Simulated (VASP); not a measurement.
# Al2Au (Fm-3m) in VASP: notebook, part 2 of 2

VASP 6.6.1. The steps go on from the part before.

## (3) Single point, PBE

This run uses another cell than the first one, of 18.36 Å³/atom, 1.020 times its volume.

Contents of INCAR:

```
PREC = Accurate
ENCUT = 520
EDIFF = 1E-6
ISMEAR = -1
SIGMA = 0.05
LREAL = False
LASPH = True
NELM = 100
ALGO = Fast
ISIF = 2
LWAVE = False
LCHARG = True
GGA = PE
LELF = True
LVHAR = True
NBANDS = 16
```

Contents of KPOINTS:

```
regular mesh
0
Gamma
  8 8 8
```

Contents of POSCAR:

```
Al2Au
1.0
    0.0000000000      3.0198681287      3.0198681287
    3.0198681287      0.0000000000      3.0198681287
    3.0198681287      3.0198681287      0.0000000000
Au Al
1 2
Direct
    0.0000000000      0.0000000000      0.0000000000
    0.7500000000      0.7500000000      0.7500000000
    0.2500000000      0.2500000000      0.2500000000
```

Potentials or basis: VASP PAW PBE potentials, release 64 (Au, Al).

On the command line:

```sh
$ cat potpaw_PBE.64/Au/POTCAR potpaw_PBE.64/Al/POTCAR > POTCAR
$ mpirun -np 1 vasp_std > vasp.out
```

OUTCAR:

```text
PREC = Accurate
   ENCUT = 520
   EDIFF = 1E-6
   ISMEAR = -1
   LREAL = False
   LASPH = True
   NELM = 100
   ISIF = 2
   GGA = PE

 ion  position               nearest neighbor table
   1  0.000  0.000  0.000-   2 2.62   2 2.62   2 2.62   3 2.62   3 2.62   3 2.62   3 2.62   2 2.62

   2  0.750  0.750  0.750-   1 2.62   1 2.62   1 2.62   1 2.62   3 3.02   3 3.02   3 3.02   3 3.02
                             3 3.02   3 3.02
   3  0.250  0.250  0.250-   1 2.62   1 2.62   1 2.62   1 2.62   2 3.02   2 3.02   2 3.02   2 3.02
                             2 3.02   2 3.02

  LATTYP: Found a face centered cubic cell.
 ALAT       =     6.0397362574

  Lattice vectors:

 A1 = (   0.0000000000,   3.0198681287,   3.0198681287)
 A2 = (   3.0198681287,   0.0000000000,   3.0198681287)
 A3 = (   3.0198681287,   3.0198681287,   0.0000000000)

Analysis of symmetry for initial positions (statically):
=====================================================================
 Subroutine PRICEL returns:
 Original cell was already a primitive cell.

 Routine SETGRP: Setting up the symmetry group for a
 face centered cubic supercell.

[... 164 lines left out ...]
  free energy    TOTEN  =       -12.03143829 eV

  energy without entropy =      -12.02224731  energy(sigma->0) =      -12.02684280

 E-fermi :   7.5665     XC(G=0): -10.4403

 val. band max:        7.5264609030   @ k =  -0.1250   0.1250   0.0000
 cond. band min:       7.5802592170   @ k =   0.3750   0.1250   0.0000
 fundamental gap:      0.0537983140
 Fermi energy:         7.5664616096

 k-point     1 :       0.0000    0.0000    0.0000
  band No.  band energies     occupation
      1      -2.8389      2.00000
      2       1.0765      2.00000
      3       1.0765      2.00000
      4       1.0765      2.00000
      5       2.0124      2.00000
      6       2.0124      2.00000
[... 433 lines left out ...]
      3       1.4284      2.00000
      4       1.5411      2.00000
      5       1.9412      2.00000
      6       2.1916      2.00000
[... 8 lines left out ...]
     15      15.0682      0.00000
     16      17.6024      0.00000

 [... further k-points ...]
[... 5 lines left out ...]
  --------------------------------------------------------------------------------------
  -------------------------------------------------------------------------------------
  Total        0.2605546      0.2605546      0.2605546     -0.0000000     -0.0000000      0.0000000
  in kB        7.5790606      7.5790606      7.5790606     -0.0000000     -0.0000000      0.0000000
  external PRESSURE =       7.5790606 kB  Pullay stress =       0.0000000 kB

 VOLUME and BASIS-vectors are now :
 -----------------------------------------------------------------------------
  energy-cutoff  :      520.00
  volume of cell :       55.08
      direct lattice vectors                 reciprocal lattice vectors
     0.000000000  3.019868129  3.019868129    -0.165570144  0.165570144  0.165570144
     3.019868129  0.000000000  3.019868129     0.165570144 -0.165570144  0.165570144
     3.019868129  3.019868129  0.000000000     0.165570144  0.165570144 -0.165570144

 POSITION                                       TOTAL-FORCE (eV/Angst)
 -----------------------------------------------------------------------------------
      0.00000      0.00000      0.00000        -0.000000      0.000000      0.000000
      4.52980      4.52980      4.52980        -0.000000     -0.000000      0.000000
      1.50993      1.50993      1.50993         0.000000     -0.000000     -0.000000
 -----------------------------------------------------------------------------------
    total drift:                                0.000000     -0.000000      0.000000

  FREE ENERGIE OF THE ION-ELECTRON SYSTEM (eV)
  ---------------------------------------------------
  free  energy   TOTEN  =       -12.0314382875 eV

  energy  without entropy=      -12.0222473123  energy(sigma->0) =      -12.02684280
```

OSZICAR:

```text
N       E                     dE             d eps       ncg     rms          rms(c)
DAV:   1     0.598005972083E+02    0.59801E+02   -0.68937E+03   928   0.880E+02
DAV:   2    -0.117915903676E+02   -0.71592E+02   -0.65101E+02  1184   0.172E+02
DAV:   3    -0.132721220308E+02   -0.14805E+01   -0.14761E+01  1136   0.240E+01
DAV:   4    -0.132840659379E+02   -0.11944E-01   -0.11943E-01  1128   0.251E+00
DAV:   5    -0.132842938422E+02   -0.22790E-03   -0.22790E-03  1184   0.356E-01    0.885E+00
RMM:   6    -0.121330011979E+02    0.11513E+01   -0.43012E+00   932   0.128E+01    0.353E+00
RMM:   7    -0.120569792099E+02    0.76022E-01   -0.15481E-01   955   0.264E+00    0.195E+00
RMM:   8    -0.120321828403E+02    0.24796E-01   -0.35921E-02   960   0.132E+00    0.276E-01
RMM:   9    -0.120311985859E+02    0.98425E-03   -0.97522E-03  1003   0.664E-01    0.234E-01
RMM:  10    -0.120314199068E+02   -0.22132E-03   -0.14993E-03  1010   0.257E-01    0.879E-02
RMM:  11    -0.120314435237E+02   -0.23617E-04   -0.56789E-04   990   0.145E-01    0.219E-02
RMM:  12    -0.120314373669E+02    0.61568E-05   -0.17758E-04  1011   0.863E-02    0.227E-02
RMM:  13    -0.120314386328E+02   -0.12659E-05   -0.40653E-05  1058   0.379E-02    0.137E-02
RMM:  14    -0.120314382875E+02    0.34529E-06   -0.87482E-06   860   0.173E-02
   1 F= -.12031438E+02 E0= -.12026843E+02  d E =-.919098E-02
```

Run time: 21 s. Hardware: 1 thread of Intel Xeon 6975P-C, shared host; peak memory 0.19 GiB.

Results:

```
Free energy : -12.0314 eV
Pressure    : 0.8 GPa
```

Caveat: spin-orbit coupling is left out, which moves the levels of the heavy elements.

## (4) Single point, r2SCAN

Contents of POSCAR:

```
Al2Au
1.0
    0.0000000000      3.0000000000      3.0000000000
    3.0000000000      0.0000000000      3.0000000000
    3.0000000000      3.0000000000      0.0000000000
Au Al
1 2
Direct
    0.0000000000      0.0000000000      0.0000000000
    0.7500000000      0.7500000000      0.7500000000
    0.2500000000      0.2500000000      0.2500000000
```

Contents of INCAR.step1:

```
SYSTEM = Al2Au
PREC = Accurate ; ENCUT = 520
ISMEAR = -1 ; SIGMA = 0.05
LREAL = .False. ; LASPH = .True.
NELM = 60 ; NBANDS = 16
GGA = PE ; ALGO = Normal
EDIFF = 1E-4 ; LWAVE = .True.
LCHARG = .False.
```

Contents of INCAR.step2:

```
SYSTEM = Al2Au
PREC = Accurate ; ENCUT = 520
EDIFF = 1E-6 ; ISMEAR = -1
SIGMA = 0.05 ; LREAL = .False.
LASPH = .True. ; NELM = 60
ALGO = Normal ; ISIF = 2
LWAVE = .False. ; LCHARG = .False.
METAGGA = R2SCAN ; LMIXTAU = .True.
NBANDS = 16 ; ISTART = 1
```

Contents of KPOINTS:

```
Automatic mesh
0
Gamma
  8 8 8
  0 0 0
```

On the command line:

```sh
$ cat potpaw_PBE.64/Au/POTCAR potpaw_PBE.64/Al/POTCAR > POTCAR
$ cp INCAR.step1 INCAR
$ mpirun -np 1 vasp_std > vasp.out
$ cp INCAR.step2 INCAR
$ mpirun -np 1 vasp_std > vasp.out
```

It took 56 s on 1 thread of Intel Xeon Platinum 8375C at 2.90GHz (Ice Lake), shared host; peak memory 0.19 GiB.

It converged, with:

```
Free energy : -65.5562 eV
Pressure    : 0.1 GPa
```

Levels at points of the mesh, in eV from the Fermi level:
| k point | band 7 | band 8 | band 9 | band 10 | band 11 | band 12 |
| --- | --- | --- | --- | --- | --- | --- |
| (0.00, 0.00, 0.00) | 2.89 | 3.03 | 3.03 | 3.03 | 4.17 | 4.17 |
| (0.50, 0.00, 0.00) | -5.76 | 0.32 | 0.32 | 3.80 | 4.06 | 4.09 |
| (0.50, 0.50, 0.00) | -5.33 | -2.27 | -2.27 | 1.56 | 2.36 | 8.00 |

Caveat: the PAW data sets were made with another functional, which shifts forces and pressure a little; spin-orbit coupling is left out, which moves the levels of the heavy elements.

## (5) Single point, PBE

This run uses another cell than the first one, of 17.28 Å³/atom, 0.960 times its volume.

Contents of INCAR:

```
PREC = Accurate
ENCUT = 520
EDIFF = 1E-6
ISMEAR = -1
SIGMA = 0.05
LREAL = False
LASPH = True
NELM = 60
ALGO = Normal
ISIF = 2
LWAVE = False
LCHARG = False
GGA = PE
NBANDS = 16
```

Contents of KPOINTS:

```
Automatic mesh
0
Gamma
  8 8 8
```

Contents of POSCAR:

```
Al2Au
1.0
    0.0000000000      2.9594544892      2.9594544892
    2.9594544892      0.0000000000      2.9594544892
    2.9594544892      2.9594544892      0.0000000000
Au Al
1 2
Direct
    0.0000000000      0.0000000000      0.0000000000
    0.7500000000      0.7500000000      0.7500000000
    0.2500000000      0.2500000000      0.2500000000
```

On the command line:

```sh
$ cat potpaw_PBE.64/Au/POTCAR potpaw_PBE.64/Al/POTCAR > POTCAR
$ mpirun -np 1 vasp_std > vasp.out
```

Wall time 29 s (1 thread of AMD EPYC 7R13, shared host); peak memory 0.15 GiB.

It converged, with:

- Free energy: -11.9421 eV
- Pressure: 8.4 GPa

Levels at points of the mesh, in eV from the Fermi level:
| k point | band 6 | band 7 | band 8 | band 9 | band 10 | band 11 | band 12 | band 13 |
| --- | --- | --- | --- | --- | --- | --- | --- | --- |
| (0.00, 0.00, 0.00) | -5.85 | 2.52 | 2.95 | 2.95 | 2.95 | 4.08 | 4.08 | 4.08 |
| (0.50, 0.00, 0.00) | -5.72 | -5.63 | 0.32 | 0.32 | 3.35 | 3.91 | 3.93 | 3.93 |
| (0.50, 0.50, 0.00) | -5.52 | -5.18 | -2.23 | -2.23 | 1.48 | 2.10 | 7.64 | 10.15 |

Caveat: spin-orbit coupling is left out, which moves the levels of the heavy elements.

## (6) Summary

```csv
task,level,cell,cutoff (eV),gap on the mesh (eV),pressure (GPa)
relaxation of cell and atoms,r2SCAN,"relaxed to 20 GPa from a = 4.243 Å, angles 60.0°, 3 atoms",600,none,20.0
single point,PBE,"a = 4.271 Å, angles 60.0°, 3 atoms",520,none,0.8
single point,r2SCAN,"a = 4.243 Å, angles 60.0°, 3 atoms",520,none,0.1
single point,PBE,"a = 4.185 Å, angles 60.0°, 3 atoms",520,none,8.4
```

Alike in all rows: potentials or basis VASP PAW PBE potentials, release 64 (Au, Al); no spin polarisation; k mesh 8 × 8 × 8; smearing fermi-dirac 0.05 eV.

Caveats: spin-orbit coupling is left out, which moves the levels of the heavy elements; the PAW data sets were made with another functional, which shifts forces and pressure a little (some runs); the cell is relaxed towards a set pressure, so the enthalpy falls and the energy may rise (some runs).

Absolute energies hang on the potentials; compare differences alone.
